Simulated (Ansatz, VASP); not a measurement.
**B3Pd in VASP and in Ansatz**

```
CELL_PARAMETERS angstrom
4.06617 0.00000 0.00000
-2.03309 3.52141 0.00000
0.00000 0.00000 3.85587
ATOMIC_POSITIONS crystal
B 0.49999 0.00000 0.00000
B 0.00000 0.49999 0.00000
B 0.50001 0.50001 0.00000
Pd 0.00000 0.00000 0.00000
```

Alike in both runs: functional PBE; k mesh 6 × 6 × 6; occupations gaussian, width 0.2 eV; no spin polarisation.

Ansatz relaxed the structure, and its values are those at the end. VASP's run is a single point on that final structure, the one shown.

|  | VASP | Ansatz |
| --- | --- | --- |
| version | VASP 6.6.1 | Ansatz 0.2.0 |
| potentials or method | VASP PAW PBE potentials, release 64 (B, Pd), cutoff 500 eV | scalar-relativistic, plane waves, PAW |
| valence electrons in the cell | 19 | 27 |

|  | VASP | Ansatz | Ansatz less VASP |
| --- | --- | --- | --- |
| gap on the k mesh at the Fermi level (eV) | none | none | - |
| pressure (GPa) | 0.3 | 0.3 | +0.06 |

A gap of «none» marks a metal or a gap that the smearing closes. VASP's potentials hold 19 valence electrons a cell and Ansatz's 27, so a difference there can come from the potentials and not from the codes.
